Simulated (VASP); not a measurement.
# Ni: single point with BLYP

The system is Ni.

```
CELL_PARAMETERS angstrom
0.00000 2.69480 2.69480
2.69480 0.00000 2.69480
2.69480 2.69480 0.00000
ATOMIC_POSITIONS crystal
Ni 0.12500 0.12500 0.12500
Ni 0.87500 0.87500 0.87500
```

This isn't the form of Ni at room conditions, which is fcc.

```json
{
 "Program": "VASP 6.6.1",
 "Task": "single point",
 "Functional": "BLYP",
 "Potentials or basis": "VASP PAW PBE potentials, release 64 (Ni)",
 "Cutoff": "520 eV",
 "k mesh": "12 × 12 × 12",
 "Occupations": "fermi-dirac, width 0.05 eV",
 "Spin": "collinear spin, ferromagnetic start",
 "Starting moments": "[0.824, 0.824] μB",
 "Dipole correction": "no",
 "Further INCAR settings": "ALGO = Normal; EDIFF = 1e-06; NBANDS = 21"
}
```

```json
{"Pressure": "-6.5 GPa", "Net moment": "1.58 μB per cell", "Site moments": "Ni +0.80 μB", "Valence electrons inside the program's atomic spheres": "Ni 9.08"}
```

Levels at points of the mesh, in eV from the Fermi level:
Spin up:
```
           k point  band 8  band 9  band 10  band 11  band 12  band 13  band 14  band 15
(0.00, 0.00, 0.00)   -1.53   -1.53    -0.78    -0.78    10.22    10.22    10.22    11.00
(0.50, 0.00, 0.00)   -1.26   -0.92    -0.92    -0.90     0.08     7.49     7.49    11.61
(0.50, 0.50, 0.00)   -1.67   -0.82    -0.82     0.74     0.74     4.18     4.18     8.52
```
Spin down:
```
           k point  band 6  band 7  band 8  band 9  band 10  band 11  band 12  band 13
(0.00, 0.00, 0.00)   -1.91   -0.69   -0.69   -0.69     0.05     0.05    10.38    10.38
(0.50, 0.00, 0.00)   -1.84   -0.89   -0.48   -0.48    -0.01    -0.01     0.82     7.59
(0.50, 0.50, 0.00)   -1.72   -0.91   -0.91    0.11     0.11     1.22     1.22     4.20
```

It took 3 min on 1 thread of Intel Xeon 8259CL, on a shared host, peak memory 0.22 GiB.

Caveat: the cell stands under tension; the PAW data sets were made with another functional, which shifts forces and pressure a little.
